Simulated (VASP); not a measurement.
Set up this calculation in VASP 6.6.1, as the native input.

| Property | Result |
| --- | --- |
| Task | relaxation of cell and atoms |
| Functional | PBE |
| Potentials or basis | VASP PAW PBE potentials, release 64 (V_sv) |
| Cutoff | 600 eV |
| k mesh | 18 × 18 × 17 |
| Occupations | fermi-dirac, width 0.1 eV |
| Spin | no spin polarisation |
| Target pressure | 69 GPa |
| Dipole correction | no |
| Further INCAR settings | ALGO = Normal; EDIFF = 1e-06; IBRION = 2; EDIFFG = -0.005; NSW = 32; ISIF = 3 |

The structure of V lies in POSCAR:

```
V
1.0
    2.3815255393      0.0000000000      0.0000000000
   -1.1907627696      2.0624616168      0.0000000000
    0.0000000000      0.0000000000      2.2152848762
V
1
Direct
    0.0000000000      0.0000000000      0.0000000000
```

This isn't the form of V at room conditions, which is bcc.

The input as run:

INCAR

```
ALGO = Normal
EDIFF = 1E-6
EDIFFG = -0.005
ENCUT = 600
GGA = PE
IBRION = 2
ISIF = 3
ISMEAR = -1
LASPH = T
LCHARG = F
LREAL = F
LWAVE = F
NELM = 80
NSW = 32
PREC = Accurate
PSTRESS = 690.0
SIGMA = 0.1
```

KPOINTS

```
k-points
0
Gamma
  18 18 17
```

Potentials or basis: VASP PAW PBE potentials, release 64 (V_sv).

Command:

```sh
$ cat potpaw_PBE.64/V_sv/POTCAR > POTCAR
$ mpirun -np 1 vasp_std > vasp.out
```

It gave:

* Relaxed volume: 10.92 Å³/atom
* Relaxed cell: a = 2.383 Å, b = 2.383 Å, c = 2.220 Å, α = 90.00°, β = 90.00°, γ = 120.00°
* Space group after relaxing (to 0.1 Å): P6/mmm (No. 191)
* Energy change on relaxing (the run minimises the enthalpy): -15.2 meV/atom
* Ionic steps: 10
* Pressure after relaxing: 69.0 GPa
* Band gap on the k mesh: zero (an odd number of electrons rules out a gap without spin polarisation)

Caveat: the cell is relaxed towards a set pressure, so the run minimises the enthalpy, not the energy.

Run time: 3.3 min on 1 thread of Intel Xeon 8259CL, with other jobs on the host, peak memory 0.17 GiB.
